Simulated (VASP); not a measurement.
A run of VASP 6.6.1 is set up as follows.

File INCAR:

```
  PREC = Accurate
  ENCUT = 520
  EDIFF = 1E-6
  ISMEAR = 0
  SIGMA = 0.1
  LREAL = F
  LASPH = T
  NELM = 60
  ALGO = Normal
  ISIF = 2
  LWAVE = F
  LCHARG = F
  GGA = PE
  NBANDS = 26
```

Contents of KPOINTS:

```
regular mesh
0
Gamma
  16 16 6
```

File POSCAR:

```
Zn3H
1.0
    2.4002165211     -1.3236812675     -0.1470611422
    2.4002165211      1.3236812675     -0.1470611422
   -2.1347602683      0.0000000000      8.0399220020
Zn H
3 1
Direct
    1.0000000000      1.0000000000      1.0000000000
    0.1331673450      0.1331673450      0.7016389096
    0.8668326550      0.8668326550      0.2983610904
    0.5000000000      0.5000000000      0.5000000000
```

Potentials or basis: VASP PAW PBE potentials, release 64 (Zn, H).

Command:

```bash
$ cat potpaw_PBE.64/Zn/POTCAR potpaw_PBE.64/H/POTCAR > POTCAR
$ mpirun -np 1 vasp_std > vasp.out
```

Estimate the largest force.

0.004 eV/Å.

What does it give for the band gap on the k mesh?

Zero (an odd number of electrons rules out a gap without spin polarisation).

What does it give for the pressure?

0.2 GPa.

Forces in eV/Å, atoms in the order of the input:
```
Zn   0.000  0.000  0.000
Zn   0.003  0.000 -0.003
Zn  -0.003  0.000  0.003
H    0.000  0.000  0.000
```
